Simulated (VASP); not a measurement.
La3Tl: electric field gradients with LDA

La3Tl:

```
La Tl
1.0
     5.06000   -0.02530   -0.02530
    -0.02530    5.06000   -0.02530
    -0.02530   -0.02530    5.06000
La Tl
3 1
Cartesian
  -0.0253 2.5173 2.5173
  2.5173 -0.0253 2.5173
  2.5173 2.5173 -0.0253
  0.0000 0.0000 0.0000
```

This cell differs from its parent crystal: equal xy, yz and zx shear strains of -1 %.

```
Program                : VASP 6.6.1
Task                   : electric field gradients
Functional             : LDA
Potentials or basis    : VASP PAW LDA potentials, release 64 (La, Tl_d)
Cutoff                 : 520 eV
k mesh                 : 8 × 8 × 8
Occupations            : fermi-dirac, width 0.08 eV
Spin                   : no spin polarisation
Dipole correction      : no
Further INCAR settings : ALGO = Normal; EDIFF = 1e-08; NBANDS = 31
```

```json
{"Pressure": "-3.6 GPa", "Band gap on the k mesh": "zero (bands 23 and 24 overlap by 1.04 eV)", "Largest electric field gradient by atom": "La +127.8; Tl -12.9 V/Å²"}
```

Stress tensor (GPa, compression positive):
```
-3.63  0.19  0.19
 0.19 -3.63  0.19
 0.19  0.19 -3.63
```

Levels at points of the mesh, in eV from the Fermi level:
| k point | band 20 | band 21 | band 22 | band 23 | band 24 | band 25 | band 26 | band 27 |
| --- | --- | --- | --- | --- | --- | --- | --- | --- |
| (0.00, 0.00, 0.00) | -0.83 | -0.83 | -0.77 | -0.76 | -0.76 | 0.77 | 0.77 | 0.81 |
| (0.50, 0.00, 0.00) | -1.20 | -0.76 | -0.70 | -0.60 | 0.69 | 1.03 | 1.06 | 1.15 |
| (0.50, 0.50, 0.00) | -1.38 | -1.33 | -0.09 | -0.04 | 0.26 | 0.63 | 1.00 | 1.00 |
| (0.50, 0.50, 0.50) | -1.07 | -1.04 | 0.28 | 0.28 | 0.34 | 1.14 | 1.25 | 1.38 |

Electric field gradients, principal values (V/Å²):
| atom | least | middle | greatest (by size) |
| --- | --- | --- | --- |
| 1 La | -58.803 | -68.973 | 127.776 |
| 2 La | -58.803 | -68.973 | 127.776 |
| 3 La | -58.803 | -68.973 | 127.776 |
| 4 Tl | 6.452 | 6.452 | -12.905 |

Run time: 4.4 min on 1 thread of Intel(R) Xeon(R) Platinum 8488C (Sapphire Rapids), on a shared host, peak memory 0.38 GiB.

Caveat: the cell differs from its parent crystal (equal xy, yz and zx shear strains of -1 %); the cell stands under tension; without QUAD_EFG the Cq values of the log hold for a quadrupole moment of 1 mb, not for the nuclei; spin-orbit coupling is left out, which moves the levels of the heavy elements.
